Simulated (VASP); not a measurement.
# Sr2TiCd2SiS8 (Pm) in VASP: single point with PBE

Aim: the single point of Sr2TiCd2SiS8 with PBE.

Everything below comes from runs of VASP 6.6.1. Logs are shortened: lines on timing, memory, paths and dates and some standing lists are left out, and cuts for length are marked.

**1. The cell of the first run**

Symmetry: Pm, No. 6, monoclinic system. The conventional cell has a = 5.994 Å, b = 10.282 Å, c = 5.994 Å, α = 90.00°, β = 115.80°, γ = 90.00°. Within 3.9 Å of Sr (site symmetry 1) lie 8 S at 2.99 to 3.16 Å and 1 Si at 3.84 Å and 1 Ti at 3.86 Å. Within 3.2 Å of Cd (site symmetry m) lie 4 S at 2.46 to 2.64 Å and 1 Si at 3.11 Å. Cd (site symmetry m) has 5 S at 2.46 to 3.28 Å and 1 Ti at 3.06 Å within 3.3 Å. Si (site symmetry m) has 4 S at 2.12 to 2.16 Å within 2.8 Å. Ti (site symmetry m) has 4 S at 2.25 to 2.29 Å and 1 Cd at 3.06 Å within 3.1 Å. S (site symmetry 1) has 1 Ti at 2.28 Å and 1 Cd at 2.58 Å and 2 Sr at 3.11 to 3.13 Å within 3.2 Å. Within 2.8 Å of S (site symmetry 1) lie 1 Si at 2.15 Å and 1 Cd at 2.60 Å. Within 3.0 Å of S (site symmetry m) lie 1 Si at 2.16 Å and 1 Cd at 2.46 Å and 2 Sr at 2.99 Å.

**2. Single point, PBE**

INCAR

```
PREC = Accurate
ENCUT = 520
EDIFF = 1E-6
ISMEAR = -1
SIGMA = 0.02
LREAL = False
LASPH = True
NELM = 80
ALGO = Normal
ISIF = 2
LWAVE = False
LCHARG = True
GGA = PE
LVHAR = True
NBANDS = 67
KPAR = 4
```

KPOINTS

```
Automatic mesh
0
Gamma
  3 5 5
```

POSCAR

```
Sr2TiCd2SiS8
1.0
   10.2821000000      0.0000000000      0.0000000000
    0.0000000000      5.0775500000      3.1849500000
    0.0000000000     -5.0775500000      3.1849500000
Sr Cd Si Ti S
2 2 1 1 8
Direct
   -0.0021297330      0.0018369981      0.0033537467
    0.5021297330      0.0018369981      0.0033537467
    0.7500000000      0.2785331455      0.6148193153
    0.2500000000      0.6217907950      0.2555373930
    0.7500000000      0.7104171945      0.2768305741
    0.2500000000      0.2647866398      0.7031364570
    0.4294669366      0.4645943415      0.9207038570
    0.5824794750      0.9188943626      0.4707457457
    0.0705330634      0.4645943415      0.9207038570
    0.9175205250      0.9188943626      0.4707457457
    0.7500000000      0.7168782098      0.9192038736
    0.2500000000      0.8836533330      0.7047009870
    0.7500000000      0.3297010594      0.1991606695
    0.2500000000      0.1879282185      0.3013440316
```

Potentials or basis: VASP PAW PBE potentials, release 64 (Sr_sv, Cd, Si, Ti_sv, S).

Launch:

```console
cat potpaw_PBE.64/Sr_sv/POTCAR potpaw_PBE.64/Cd/POTCAR potpaw_PBE.64/Si/POTCAR potpaw_PBE.64/Ti_sv/POTCAR potpaw_PBE.64/S/POTCAR > POTCAR
mpirun -np 4 vasp_std > vasp.out
```

OUTCAR:

```text
PREC = Accurate
   ENCUT = 520
   EDIFF = 1E-6
   ISMEAR = -1
   LREAL = False
   LASPH = True
   NELM = 80
   ISIF = 2
   GGA = PE

 ion  position               nearest neighbor table
   1  0.998  0.002  0.003-  11 2.99  12 3.05  14 3.07   9 3.11  13 3.12  10 3.12   9 3.13  10 3.16
                             5 3.84   6 3.86   4 4.15   3 4.17   4 4.23   3 4.25   2 5.10
   2  0.502  0.002  0.003-  11 2.99  12 3.05  14 3.07   7 3.11  13 3.12   8 3.12   7 3.13   8 3.16
                             5 3.84   6 3.86   4 4.15   3 4.17   4 4.23   3 4.25   1 5.10
   3  0.750  0.279  0.615-  11 2.46  10 2.60   8 2.60  13 2.64   5 3.11   2 4.17   1 4.17   2 4.25
                             1 4.25
   4  0.250  0.622  0.256-  12 2.46   9 2.58   7 2.58  14 2.73   6 3.06  14 3.28   2 4.15   1 4.15
                             1 4.23   2 4.23
   5  0.750  0.710  0.277-  13 2.12  10 2.15   8 2.15  11 2.16   3 3.11   1 3.84   2 3.84
   6  0.250  0.265  0.703-  14 2.25   9 2.28   7 2.28  12 2.29   4 3.06   1 3.86   2 3.86
   7  0.429  0.465  0.921-   6 2.28   4 2.58   2 3.11   2 3.13
   8  0.582  0.919  0.471-   5 2.15   3 2.60   2 3.12   2 3.16
   9  0.071  0.465  0.921-   6 2.28   4 2.58   1 3.11   1 3.13
  10  0.918  0.919  0.471-   5 2.15   3 2.60   1 3.12   1 3.16
  11  0.750  0.717  0.919-   5 2.16   3 2.46   1 2.99   2 2.99
  12  0.250  0.884  0.705-   6 2.29   4 2.46   1 3.05   2 3.05
  13  0.750  0.330  0.199-   5 2.12   3 2.64   1 3.12   2 3.12
  14  0.250  0.188  0.301-   6 2.25   4 2.73   1 3.07   2 3.07   4 3.28

  LATTYP: Found a base centered orthorhombic cell.
 ALAT       =     6.3699000000
 B/A-ratio  =     1.5942322485
 C/A-ratio  =     1.6141697672

  Lattice vectors:

 A1 = (   0.0000000000,   5.0775500000,   3.1849500000)
 A2 = (   0.0000000000,  -5.0775500000,   3.1849500000)
 A3 = (  10.2821000000,   0.0000000000,   0.0000000000)

Analysis of symmetry for initial positions (statically):
=====================================================================
 Subroutine PRICEL returns:
 Original cell was already a primitive cell.

 Routine SETGRP: Setting up the symmetry group for a
 base centered orthorhombic supercell.

 Subroutine GETGRP returns: Found  2 space group operations
 (whereof  1 operations were pure point group operations)
 out of a pool of  8 trial point group operations.

The static configuration has the point symmetry C_1 .
 The point group associated with its full space group is C_1h.

Analysis of symmetry for dynamics (positions and initial velocities):
=====================================================================
 Subroutine PRICEL returns:
 Original cell was already a primitive cell.

 Routine SETGRP: Setting up the symmetry group for a
 base centered orthorhombic supercell.

 Subroutine GETGRP returns: Found  2 space group operations
 (whereof  1 operations were pure point group operations)
 out of a pool of  8 trial point group operations.

The dynamic configuration has the point symmetry C_1 .
 The point group associated with its full space group is C_1h.

 Subroutine INISYM returns: Found  2 space group operations
 (whereof  1 operations are pure point group operations),
 and found     1 'primitive' translations

----------------------------------------------------------------------------------------

                                     Primitive cell

  volume of cell :     332.5590

  direct lattice vectors                    reciprocal lattice vectors
    10.282100000  0.000000000  0.000000000     0.097256397  0.000000000  0.000000000
     0.000000000  5.077550000  3.184950000     0.000000000  0.098472689  0.156988336
     0.000000000 -5.077550000  3.184950000     0.000000000 -0.098472689  0.156988336

  length of vectors
    10.282100000  5.993781820  5.993781820     0.097256397  0.185316508  0.185316508

  position of ions in fractional coordinates (direct lattice)
     0.997870267  0.001836998  0.003353747
     0.502129733  0.001836998  0.003353747
     0.750000000  0.278533145  0.614819315
     0.250000000  0.621790795  0.255537393
     0.750000000  0.710417195  0.276830574
     0.250000000  0.264786640  0.703136457
     0.429466937  0.464594342  0.920703857
     0.582479475  0.918894363  0.470745746
     0.070533063  0.464594342  0.920703857
     0.917520525  0.918894363  0.470745746
     0.750000000  0.716878210  0.919203874
     0.250000000  0.883653333  0.704700987
     0.750000000  0.329701059  0.199160670
     0.250000000  0.187928218  0.301344032
[... 34 lines left out ...]
     0.032418799  0.037063302  0.037063302

  Shift w.r.t. Gamma in fractional coordinates (k-lattice)
     0.000000000  0.000000000  0.000000000

 Subroutine IBZKPT returns following result:
 ===========================================

 Found     26 irreducible k-points:

 Following reciprocal coordinates:
            Coordinates               Weight
  0.000000  0.000000  0.000000      1.000000
  0.333333  0.000000  0.000000      2.000000
  0.000000  0.200000  0.000000      2.000000
  0.000000  0.000000  0.200000      2.000000
  0.333333  0.200000  0.000000      4.000000
 -0.333333  0.000000  0.200000      4.000000
[... 16 lines left out ...]
  0.000000  0.400000  0.400000      2.000000
  0.333333  0.400000  0.400000      4.000000
 [... further k-points ...]
   k-points           NKPTS =     26   k-points in BZ     NKDIM =     26   number of bands    NBANDS=     67
   number of dos      NEDOS =    301   number of ions     NIONS =     14
   total plane-waves  NPLWV = 184320
   dimension x,y,z NGX =    80 NGY =   48 NGZ =   48
   dimension x,y,z NGXF=   160 NGYF=   96 NGZF=   96
   ions per type =               2   2   1   1   8
   NGX,Y,Z   is equivalent  to a cutoff of  12.93, 13.31, 13.31 a.u.
   NGXF,Y,Z  is equivalent  to a cutoff of  25.87, 26.63, 26.63 a.u.
 SYSTEM =  unknown system
   PREC   = accura    normal or accurate (medium, high low for compatibility)
   ISTART =      0    job   : 0-new  1-cont  2-samecut
   ICHARG =      2    charge: 1-file 2-atom 10-const
   ISPIN  =      1    spin polarized calculation?
   LNONCOLLINEAR =      F non collinear calculations
   LSORBIT =      F    spin-orbit coupling
   LASPH  =      T    aspherical Exc in radial PAW
   ENCUT  =  520.0 eV  38.22 Ry    6.18 a.u.  19.12 11.14 11.14*2*pi/ulx,y,z
   NELM   =     80;   NELMIN=  2; NELMDL= -5     # of ELM steps
   EDIFF  = 0.1E-05   stopping-criterion for ELM
   LREAL  =      F    real-space projection
   EDIFFG = 0.1E-04   stopping-criterion for IOM
   NSW    =      0    number of steps for IOM
   IBRION =     -1    ionic relax: 0-MD 1-quasi-New 2-CG
   NFREE  =      0    steps in history (QN), initial steepest desc. (CG)
   ISIF   =      2    stress and relaxation
   ISYM   =      2    0-nonsym 1-usesym 2-fastsym
   POTIM  = 0.5000    time-step for ionic-motion
   TEBEG  =    0.0;   TEEND  =   0.0 temperature during run
   PSTRESS=    0.0 pullay stress
   NELECT =     108.0000    total number of electrons
   NUPDOWN=      -1.0000    fix difference up-down
   EMIN   =  10.00;   EMAX   =-10.00  energy-range for DOS
   EFERMI =   0.00;   METHOD = LEGACY
   ISMEAR =    -1;   SIGMA  =   0.02  broadening in eV -4-tet -1-fermi 0-gaus
   EFERMI_NEDOS =   21; number of points for ismear=-14 and -15
   IALGO  =     38    algorithm
   IMIX   =      4    mixing-type and parameters
     AMIX     =   0.40;   BMIX     =  1.00
     AMIX_MAG =   1.60;   BMIX_MAG =  1.00
  volume/ion in A,a.u.               =      23.75       160.30
  Fermi-wavevector in a.u.,A,eV,Ry     =   1.125278  2.126467 17.228388  1.266251
  Thomas-Fermi vector in A             =   2.261954
   LORBIT       =      0    0 simple, 1 ext, 2 COOP (PROOUT), +10 PAW based schemes
   GGA     = PE    functional components
   LHFCALC =     F    Hartree Fock is set to
   AEXX    =    0.0000 exact exchange contribution
   IVDW    =     0    specifies the selected vdW correction
   LEPSILON=     F    determine dielectric tensor
   LRPA    =     F    only Hartree local field effects (RPA)
 non-spin polarized calculation
  energy-cutoff  :      520.00
  volume of cell :      332.56
 maximum number of plane-waves:      8974
 NGX is ok and might be reduce to    80
   NGX = 39   NGY = 23   NGZ = 23

 number of electron     107.9999995 magnetization

 Free energy of the ion-electron system (eV)
  ---------------------------------------------------
  ext. energy  EPLUGINS =         0.00000000
  ---------------------------------------------------
  free energy    TOTEN  =       -67.88731947 eV

  energy without entropy =      -67.88731947  energy(sigma->0) =      -67.88731947

 E-fermi :   3.0321     XC(G=0):  -9.1737

 val. band max:        2.4920238803   @ k =   0.0000   0.4000   0.4000
 cond. band min:       4.3287480131   @ k =   0.0000  -0.4000   0.4000
 fundamental gap:      1.8367241327
 Fermi energy:         3.0321233444

 k-point     1 :       0.0000    0.0000    0.0000
  band No.  band energies     occupation
      1     -54.0404      2.00000
      2     -31.3676      2.00000
      3     -31.3669      2.00000
      4     -30.3335      2.00000
      5     -30.3214      2.00000
      6     -30.2768      2.00000
[... 1645 lines left out ...]
     65       7.6657      0.00000
     66       7.7503      0.00000

 [... further k-points ...]

 [bands above 66 left out]

------------------------ aborting loop because EDIFF is reached ----------------------------------------

  FORCE on cell =-STRESS in cart. coord.  units (eV):
  Direction    XX          YY          ZZ          XY          YZ          ZX
  --------------------------------------------------------------------------------------
  -------------------------------------------------------------------------------------
  Total        4.7092276      4.5562299      4.4094486      0.0000000     -0.6601417      0.0000000
  in kB       22.6877596     21.9506593     21.2435071      0.0000000     -3.1803805      0.0000000
  external PRESSURE =      21.9606420 kB  Pullay stress =       0.0000000 kB

 VOLUME and BASIS-vectors are now :
 -----------------------------------------------------------------------------
  energy-cutoff  :      520.00
  volume of cell :      332.56
      direct lattice vectors                 reciprocal lattice vectors
    10.282100000  0.000000000  0.000000000     0.097256397  0.000000000  0.000000000
     0.000000000  5.077550000  3.184950000     0.000000000  0.098472689  0.156988336
     0.000000000 -5.077550000  3.184950000     0.000000000 -0.098472689  0.156988336

 POSITION                                       TOTAL-FORCE (eV/Angst)
 -----------------------------------------------------------------------------------
     10.26020     -0.00770      0.01653         0.002430      0.001002      0.004746
      5.16295     -0.00770      0.01653        -0.002430      0.001002      0.004746
      7.71157     -1.70751      2.84528        -0.000000     -0.001501      0.002231
      2.57052      1.85967      2.79425        -0.000000      0.010869     -0.001847
      7.71157      2.20156      3.14433        -0.000000     -0.002151     -0.004647
      2.57052     -2.22574      3.08279        -0.000000     -0.003325     -0.010005
      4.41582     -2.31592      4.41211         0.018580      0.011962     -0.014015
      5.98911      2.27550      4.42593         0.004761     -0.015332     -0.035218
      0.72523     -2.31592      4.41211        -0.018580      0.011962     -0.014015
      9.43404      2.27550      4.42593        -0.004761     -0.015332     -0.035218
      7.71157     -1.02732      5.21084        -0.000000     -0.018395      0.043284
      2.57052      0.90864      5.05883        -0.000000     -0.008701      0.036923
      7.71157      0.66283      1.68440        -0.000000      0.046709      0.020586
      2.57052     -0.57587      1.55831        -0.000000     -0.018769      0.002448
 -----------------------------------------------------------------------------------
    total drift:                               -0.000000      0.000233      0.000524

  FREE ENERGIE OF THE ION-ELECTRON SYSTEM (eV)
  ---------------------------------------------------
  free  energy   TOTEN  =       -67.8873194729 eV

  energy  without entropy=      -67.8873194729  energy(sigma->0) =      -67.88731947
```

Wall time 2.7 min (4 MPI ranks of Intel Xeon 6975P-C (Granite Rapids), shared host); peak memory 0.82 GiB.

Results:

* Free energy: -67.8873 eV
* Pressure: 2.2 GPa
* Largest force: 0.051 eV/Å
* Band gap on the k mesh: 1.84 eV (least direct gap 1.86 eV)

Forces in eV/Å, atoms in the order of the input:
```
Sr   0.002  0.001  0.005
Sr  -0.002  0.001  0.005
Cd   0.000 -0.002  0.002
Cd   0.000  0.011 -0.002
Si   0.000 -0.002 -0.005
Ti   0.000 -0.003 -0.010
S    0.019  0.012 -0.014
S    0.005 -0.015 -0.035
S   -0.019  0.012 -0.014
S   -0.005 -0.015 -0.035
S    0.000 -0.018  0.043
S    0.000 -0.009  0.037
S    0.000  0.047  0.021
S    0.000 -0.019  0.002
```

A k mesh can miss the band edges.
